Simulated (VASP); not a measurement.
# Te2Mo in VASP: single point with r2SCAN

Aim: the single point of Te2Mo with r2SCAN.

Everything below comes from runs of VASP 6.6.1. Logs are shortened: lines on timing, memory, paths and dates and some standing lists are left out, and cuts for length are marked.

**1. The cell of the first run**

The cell holds a slab with vacuum, 6 atoms: a = 6.362 Å, b = 3.480 Å, c = 36.176 Å, α = 90.00°, β = 90.14°, γ = 90.00°.

**2. Single point, r2SCAN**

The input, POSCAR:

```
Te2Mo
1.0
    6.3616090156      0.0000000000      0.0000000000
    0.0000000000      3.4804030600      0.0000000000
   -0.0857412231      0.0000000000     36.1758904685
Te Mo
4 2
Direct
    0.0791521300      0.7500000000      0.4434726800
    0.9208478700      0.2500000000      0.5565273200
    0.5707489000      0.2500000000      0.4592964200
    0.4292511000      0.7500000000      0.5407035800
    0.8186524400      0.7500000000      0.5025346300
    0.1813475600      0.2500000000      0.4974653700
```

The input, INCAR.step1:

```
PREC     = Accurate       # precision mode
ENCUT    = 520            # plane-wave cutoff, eV
ISMEAR   = 0              # smearing method
SIGMA    = 0.1            # smearing width, eV
LREAL    = F              # projectors in reciprocal space
LASPH    = T              # aspherical terms in the spheres
NELM     = 100            # most SCF steps
NBANDS   = 35             # bands
GGA      = PE             # functional
ALGO     = Normal         # electronic algorithm
EDIFF    = 1E-4           # SCF threshold, eV
LWAVE    = T              # write WAVECAR
LCHARG   = F              # write CHGCAR
```

The input, INCAR.step2:

```
PREC     = Accurate       # precision mode
ENCUT    = 520            # plane-wave cutoff, eV
EDIFF    = 1E-7           # SCF threshold, eV
ISMEAR   = 0              # smearing method
SIGMA    = 0.1            # smearing width, eV
LREAL    = F              # projectors in reciprocal space
LASPH    = T              # aspherical terms in the spheres
NELM     = 100            # most SCF steps
ALGO     = Normal         # electronic algorithm
ISIF     = 2              # what is computed and relaxed
LWAVE    = F              # write WAVECAR
LCHARG   = F              # write CHGCAR
METAGGA  = R2SCAN         # meta-GGA
LMIXTAU  = T            
NBANDS   = 35             # bands
ISTART   = 1
```

The input, KPOINTS:

```
regular mesh
0
Gamma
  4 6 1
```

Potentials or basis: VASP PAW PBE potentials, release 64 (Te, Mo_sv).

The run is started by

```bash
$ cat potpaw_PBE.64/Te/POTCAR potpaw_PBE.64/Mo_sv/POTCAR > POTCAR
$ cp INCAR.step1 INCAR
$ mpirun -np 1 vasp_std > vasp.out
$ cp INCAR.step2 INCAR
$ mpirun -np 1 vasp_std > vasp.out
```

OUTCAR:

```text
PREC = Accurate
   ENCUT = 520
   EDIFF = 1E-7
   ISMEAR = 0
   LREAL = F
   LASPH = T
   NELM = 100
   ISIF = 2
   METAGGA = R2SCAN
   ISTART = 1

 ion  position               nearest neighbor table
   1  0.079  0.750  0.443-   6 2.69   6 2.69   5 2.71   3 3.62   3 3.62
   2  0.921  0.250  0.557-   5 2.69   5 2.69   6 2.71   4 3.62   4 3.62
   3  0.571  0.250  0.459-   5 2.82   5 2.82   6 2.84   4 3.54   4 3.54   1 3.62   1 3.62
   4  0.429  0.750  0.541-   6 2.82   6 2.82   5 2.84   3 3.54   3 3.54   2 3.62   2 3.62
   5  0.819  0.750  0.503-   2 2.69   2 2.69   1 2.71   3 2.82   3 2.82   4 2.84   6 2.90   6 2.90

   6  0.181  0.250  0.497-   1 2.69   1 2.69   2 2.71   4 2.82   4 2.82   3 2.84   5 2.90   5 2.90

  LATTYP: Found a simple monoclinic cell.
 ALAT       =     6.3616090156
 B/A-ratio  =     0.5470947761
 C/A-ratio  =     5.6866104138
 COS(beta)  =    -0.0023701139

  Lattice vectors:

 A1 = (   6.3616090156,   0.0000000000,   0.0000000000)
 A2 = (   0.0000000000,   3.4804030600,   0.0000000000)
 A3 = (  -0.0857412231,   0.0000000000,  36.1758904685)

Analysis of symmetry for initial positions (statically):
=====================================================================
 Subroutine PRICEL returns:
 Original cell was already a primitive cell.

 Routine SETGRP: Setting up the symmetry group for a
 simple monoclinic supercell.

 Subroutine GETGRP returns: Found  4 space group operations
 (whereof  2 operations were pure point group operations)
 out of a pool of  4 trial point group operations.

The static configuration has the point symmetry S_2 .
 The point group associated with its full space group is C_2h.

Analysis of symmetry for dynamics (positions and initial velocities):
=====================================================================
 Subroutine PRICEL returns:
 Original cell was already a primitive cell.

 Routine SETGRP: Setting up the symmetry group for a
 simple monoclinic supercell.

 Subroutine GETGRP returns: Found  4 space group operations
 (whereof  2 operations were pure point group operations)
 out of a pool of  4 trial point group operations.

The dynamic configuration has the point symmetry S_2 .
 The point group associated with its full space group is C_2h.

 Subroutine INISYM returns: Found  4 space group operations
 (whereof  2 operations are pure point group operations),
 and found     1 'primitive' translations

----------------------------------------------------------------------------------------

[... 90 lines left out ...]
   NSW    =      0    number of steps for IOM
   IBRION =     -1    ionic relax: 0-MD 1-quasi-New 2-CG
   NFREE  =      0    steps in history (QN), initial steepest desc. (CG)
   ISIF   =      2    stress and relaxation
   ISYM   =      2    0-nonsym 1-usesym 2-fastsym
   POTIM  = 0.5000    time-step for ionic-motion
   TEBEG  =    0.0;   TEEND  =   0.0 temperature during run
   PSTRESS=    0.0 pullay stress
   NELECT =      52.0000    total number of electrons
   NUPDOWN=      -1.0000    fix difference up-down
   EMIN   =  10.00;   EMAX   =-10.00  energy-range for DOS
   EFERMI =   0.00;   METHOD = LEGACY
   ISMEAR =     0;   SIGMA  =   0.10  broadening in eV -4-tet -1-fermi 0-gaus
   EFERMI_NEDOS =   21; number of points for ismear=-14 and -15
   IALGO  =     38    algorithm
   IMIX   =      4    mixing-type and parameters
     AMIX     =   0.40;   BMIX     =  1.00
     AMIX_MAG =   1.60;   BMIX_MAG =  1.00
  volume/ion in A,a.u.               =     133.49       900.87
  Fermi-wavevector in a.u.,A,eV,Ry     =   0.657967  1.243377  5.890240  0.432920
  Thomas-Fermi vector in A             =   1.729641
   LORBIT       =      0    0 simple, 1 ext, 2 COOP (PROOUT), +10 PAW based schemes
   METAGGA = R2SCAN    functional components
   LHFCALC =     F    Hartree Fock is set to
   AEXX    =    0.0000 exact exchange contribution
   IVDW    =     0    specifies the selected vdW correction
   LEPSILON=     F    determine dielectric tensor
   LRPA    =     F    only Hartree local field effects (RPA)
 non-spin polarized calculation
 Gauss-broadening in eV      SIGMA  =   0.10
  energy-cutoff  :      520.00
  volume of cell :      800.97
 maximum number of plane-waves:     21707
 NGX is ok and might be reduce to    48
   NGX = 23   NGY = 13   NGZ =135

 number of electron      51.9999996 magnetization

 Free energy of the ion-electron system (eV)
  ---------------------------------------------------
  ext. energy  EPLUGINS =         0.00000000
  ---------------------------------------------------
  free energy    TOTEN  =      -155.49088051 eV

  energy without entropy =     -155.48568757  energy(sigma->0) =     -155.48828404

 E-fermi :  -2.3357     XC(G=0):  -2.3167

 val. band max:       -2.6397591753   @ k =   0.2500   0.0000  -0.0000
 cond. band min:      -2.3324367870   @ k =   0.0000   0.1667   0.0000
 fundamental gap:      0.3073223883
 Fermi energy:        -2.3357303190

 k-point     1 :       0.0000    0.0000    0.0000
  band No.  band energies     occupation
      1     -65.3365      2.00000
      2     -65.2719      2.00000
      3     -38.8713      2.00000
      4     -38.8060      2.00000
      5     -38.7534      2.00000
      6     -38.6284      2.00000
[... 445 lines left out ...]
     34       1.2701      0.00000
     35       2.5991      0.00000

------------------------ aborting loop because EDIFF is reached ----------------------------------------

  FORCE on cell =-STRESS in cart. coord.  units (eV):
  Direction    XX          YY          ZZ          XY          YZ          ZX
  --------------------------------------------------------------------------------------
  -------------------------------------------------------------------------------------
  Total       -0.1038378      0.0554787      0.2377782      0.0000000      0.0000000     -0.0587154
  in kB       -0.2077066      0.1109740      0.4756274      0.0000000      0.0000000     -0.1174484
  external PRESSURE =       0.1262983 kB  Pullay stress =       0.0000000 kB

 VOLUME and BASIS-vectors are now :
 -----------------------------------------------------------------------------
  energy-cutoff  :      520.00
  volume of cell :      800.97
      direct lattice vectors                 reciprocal lattice vectors
     6.361609016  0.000000000  0.000000000     0.157192936  0.000000000  0.000372566
     0.000000000  3.480403060  0.000000000     0.000000000  0.287323044  0.000000000
    -0.085741223  0.000000000 36.175890469     0.000000000  0.000000000  0.027642720

 POSITION                                       TOTAL-FORCE (eV/Angst)
 -----------------------------------------------------------------------------------
      0.46551      2.61030     16.04302         0.030951      0.000000     -0.030966
      5.81036      0.87010     20.13287        -0.030951      0.000000      0.030966
      3.59150      0.87010     16.61546        -0.019684      0.000000     -0.043234
      2.68437      2.61030     19.56043         0.019684      0.000000      0.043234
      5.16486      2.61030     18.17964         0.054868      0.000000      0.020471
      1.11101      0.87010     17.99625        -0.054868      0.000000     -0.020471
 -----------------------------------------------------------------------------------
    total drift:                                0.000000     -0.000000     -0.000000

  FREE ENERGIE OF THE ION-ELECTRON SYSTEM (eV)
  ---------------------------------------------------
  free  energy   TOTEN  =      -155.4908805066 eV

  energy  without entropy=     -155.4856875662  energy(sigma->0) =     -155.48828404
```

OSZICAR.step1:

```text
N       E                     dE             d eps       ncg     rms          rms(c)
DAV:   1     0.402268696431E+03    0.40227E+03   -0.21763E+04  1064   0.105E+03
DAV:   2     0.550396200578E+01   -0.39676E+03   -0.38506E+03  1212   0.228E+02
DAV:   3    -0.355768354391E+02   -0.41081E+02   -0.40345E+02  1085   0.681E+01
DAV:   4    -0.372839577820E+02   -0.17071E+01   -0.16834E+01  1200   0.137E+01
DAV:   5    -0.373137867104E+02   -0.29829E-01   -0.29662E-01  1136   0.203E+00    0.210E+01
DAV:   6    -0.364449934463E+02    0.86879E+00   -0.47059E+00   998   0.121E+01    0.808E+00
DAV:   7    -0.365189313710E+02   -0.73938E-01   -0.43417E+00   906   0.101E+01    0.601E+00
DAV:   8    -0.359743136557E+02    0.54462E+00   -0.11722E+00   897   0.631E+00    0.224E+00
DAV:   9    -0.359889862468E+02   -0.14673E-01   -0.28420E-01  1018   0.233E+00    0.153E+00
DAV:  10    -0.359704849224E+02    0.18501E-01   -0.59333E-02   991   0.144E+00    0.542E-01
DAV:  11    -0.359693329674E+02    0.11520E-02   -0.45619E-03  1023   0.313E-01    0.276E-01
DAV:  12    -0.359696942505E+02   -0.36128E-03   -0.10012E-03   889   0.157E-01    0.167E-01
DAV:  13    -0.359695756286E+02    0.11862E-03   -0.10486E-04   591   0.548E-02    0.160E-01
DAV:  14    -0.359693627083E+02    0.21292E-03   -0.10967E-03   908   0.117E-01    0.678E-02
DAV:  15    -0.359694134646E+02   -0.50756E-04   -0.45051E-05   543   0.329E-02
   1 F= -.35969413E+02 E0= -.35966775E+02  d E =-.527615E-02
```

It took 36 min on 1 thread of Intel Xeon Platinum 8375C at 2.90GHz (Ice Lake), shared host; peak memory 0.99 GiB.

What came out:

```yaml
Free_energy: -155.4909 eV
Largest_force: 0.059 eV/Å
Band_gap_on_the_k_mesh: zero (band 26 reaches -2.21 eV, above the bottom of band 27 at -2.33 eV)
```

Forces on the atoms (eV/Å):
```
Te   0.031  0.000 -0.031
Te  -0.031  0.000  0.031
Te  -0.020  0.000 -0.043
Te   0.020  0.000  0.043
Mo   0.055  0.000  0.020
Mo  -0.055  0.000 -0.020
```

Levels at points of the mesh, in eV from the Fermi level:
```tsv
k point	band 23	band 24	band 25	band 26	band 27	band 28	band 29	band 30
(0.00, 0.00, 0.00)	-1.02	-0.68	-0.35	0.13	0.73	1.05	1.81	2.32
(0.50, 0.00, 0.00)	-1.32	-0.87	-0.86	-0.76	0.20	1.09	1.58	1.99
(0.00, 0.50, 0.00)	-1.72	-1.72	-1.51	-1.51	1.32	1.32	1.60	1.60
(0.50, 0.50, 0.00)	-1.85	-1.85	-0.94	-0.94	1.25	1.25	2.00	2.00
```

Caveat: the PAW data sets were made with another functional, which shifts forces and pressure a little; spin-orbit coupling is left out, which moves the levels of the heavy elements.
